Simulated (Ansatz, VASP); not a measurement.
## One calculation of Zn, two programs

Contents of INCAR:

```
ALGO = Normal
EDIFF = 1E-8
ENCUT = 520
GGA = PS
ISIF = 2
ISMEAR = -1
LASPH = T
LCHARG = F
LEFG = T
LREAL = F
LWAVE = F
NBANDS = 19
NELM = 60
PREC = Accurate
SIGMA = 0.03
```

Contents of KPOINTS:

```
k-points
0
Gamma
  18 18 8
```

File POSCAR:

```
Zn
1.0
    2.5848541116      0.0000000000      0.0000000000
   -1.2924270558      2.2385493257      0.0000000000
    0.0000000000      0.0000000000      4.9467000000
Zn
2
Direct
    0.3333333333      0.6666666667      0.2500000000
    0.6666666667      0.3333333333      0.7500000000
```

Input for Ansatz:

```yaml
crystal:
  lattice:
    - [2.5848541116, 0.0, 0.0]
    - [-1.2924270558, 2.2385493257, 0.0]
    - [0.0, 0.0, 4.9467]
  atoms:
    - { symbol: Zn, position: [0.3333333333, 0.6666666667, 0.25] }
    - { symbol: Zn, position: [0.6666666667, 0.3333333333, 0.75] }
kpoints:
  mp_grid: { grid: [18, 18, 8] }
scf:
  occupations: { method: fermi_dirac, width: 0.03 }
hamiltonian:
  xc: pbesol
  pseudopotentials: { kind: all_electron, datasets: crystal }
output:
  forces: true
  stress: true
  eigenvalues: true
  efg: { contact_densities: true }
```

Change from the starting cell: equal xx and yy strain of -3 %, crystal datasets.

Alike in both runs: task electric field gradients; functional PBEsol; k mesh 18 × 18 × 8; occupations fermi-dirac, width 0.03 eV; no spin polarisation.

|  | VASP | Ansatz |
| --- | --- | --- |
| version | VASP 6.6.1 | Ansatz 0.2.0 |
| potentials or method | VASP PAW PBE potentials, release 64 (Zn), cutoff 520 eV | all-electron PAW with datasets made for the crystal, scalar-relativistic |

```csv
,VASP,Ansatz,Ansatz less VASP
pressure (GPa),0.5,0.0,-0.46
"traceless stress, the component that is largest in VASP (GPa)",-0.74,-0.54,+0.196
size of Vzz on the site where it differs most (V/Å²),47.7,46.5,-1.25
```

VASP's potentials were made for PBE, not for PBEsol. Ansatz ran all-electron here, and VASP with PAW potentials.
